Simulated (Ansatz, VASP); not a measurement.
**AlRu in VASP and in Ansatz**

INCAR

```
PREC = Accurate
ENCUT = 520
EDIFF = 1E-8
ISMEAR = -1
SIGMA = 0.05
LREAL = False
LASPH = True
NELM = 80
ALGO = Normal
ISIF = 2
LWAVE = False
LCHARG = False
GGA = PS
LEFG = True
NBANDS = 16
```

Contents of KPOINTS:

```
regular mesh
0
Gamma
  12 12 12
```

Contents of POSCAR:

```
AlRu
1.0
    3.0514320000      0.0000000000      0.0000000000
    0.0000000000      3.0514320000      0.0000000000
    0.0000000000      0.0000000000      2.9916000000
Al Ru
1 1
Direct
    0.0000000000      0.0000000000      0.0000000000
    0.5000000000      0.5000000000      0.5000000000
```

Input for Ansatz:

```yaml
crystal:
  lattice:
    - [3.051432, 0.0, 0.0]
    - [0.0, 3.051432, 0.0]
    - [0.0, 0.0, 2.9916]
  atoms:
    - { symbol: Al, position: [0.0, 0.0, 0.0] }
    - { symbol: Ru, position: [0.5, 0.5, 0.5] }
kpoints:
  mp_grid: { grid: [12, 12, 12] }
scf:
  occupations: { method: fermi_dirac, width: 0.05 }
hamiltonian:
  xc: pbesol
  pseudopotentials: { kind: all_electron, datasets: crystal }
output:
  forces: true
  stress: true
  eigenvalues: true
  efg: { contact_densities: true }
```

Change from the starting cell: equal xx and yy strain of +2 %, crystal datasets.

Alike in both runs: task electric field gradients; functional PBEsol; k mesh 12 × 12 × 12; occupations fermi-dirac, width 0.05 eV; no spin polarisation.

|  | VASP | Ansatz |
| --- | --- | --- |
| version | VASP 6.6.1 | Ansatz 0.2.0 |
| potentials or method | VASP PAW PBE potentials, release 64 (Al, Ru_pv), cutoff 520 eV | all-electron PAW with datasets made for the crystal, scalar-relativistic |

Ansatz gave:

- pressure (GPa): -10.8
- traceless stress, the component that is largest in VASP (GPa): 2.10
- size of Vzz on the site where it differs most (V/Å²): 11.5

Which values does VASP return?

Pressure (GPa): -10.7; traceless stress, the component that is largest in VASP (GPa): 2.10; size of Vzz on the site where it differs most (V/Å²): 11.6.

VASP's potentials were made for PBE, not for PBEsol. Ansatz ran all-electron here, and VASP with PAW potentials.
